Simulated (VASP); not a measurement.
Here is a VASP 6.6.1 calculation.

Contents of POSCAR:

```
Cu
1.0
    0.0000000000      1.8429501765      1.8429501765
    1.8429501765      0.0000000000      1.8429501765
    1.8429501765      1.8429501765      0.0000000000
Cu
1
Direct
    0.0000000000      0.0000000000      0.0000000000
```

Contents of INCAR.step1:

```
SYSTEM = Cu
ALGO = Normal
EDIFF = 1E-5
ENCUT = 660
GGA = PE
GGA_COMPAT = .FALSE.
ISMEAR = -1
LASPH = .TRUE.
LCHARG = .FALSE.
LREAL = .FALSE.
LWAVE = .TRUE.
NBANDS = 12
NELM = 120
PREC = Accurate
SIGMA = 0.05
```

INCAR.step2

```
SYSTEM = Cu
ALGO = Normal
EDIFF = 1E-6
ENCUT = 660
GGA_COMPAT = .FALSE.
ISIF = 2
ISMEAR = -1
ISTART = 1
IVDW = 13
LASPH = .TRUE.
LCHARG = .TRUE.
LELF = .TRUE.
LMIXTAU = .TRUE.
LREAL = .FALSE.
LVHAR = .TRUE.
LWAVE = .FALSE.
METAGGA = R2SCAN
NBANDS = 12
NELM = 120
PREC = Accurate
SIGMA = 0.05
VDW_A1 = 0.51559235
VDW_A2 = 5.77342911
VDW_S6 = 1.0
VDW_S8 = 0.6018749
```

File KPOINTS:

```
k-points
0
G
  13 13 13
  0 0 0
```

Potentials or basis: VASP PAW PBE potentials, release 64 (Cu).

Command:

```console
$ cat potpaw_PBE.64/Cu/POTCAR > POTCAR
$ cp INCAR.step1 INCAR
$ mpirun -np 1 vasp_std > vasp.out
$ cp INCAR.step2 INCAR
$ mpirun -np 1 vasp_std > vasp.out
```

**Question.** What does it give for the dispersion energy per atom?

**Answer.** -0.184 eV.

**Question.** What does it give for the pressure?

**Answer.** -13.4 GPa.

**Question.** What does it give for the band gap on the k mesh?

**Answer.** Zero (an odd number of electrons rules out a gap without spin polarisation).

Caveat: the cell stands under tension; the PAW data sets were made with another functional, which shifts forces and pressure a little.
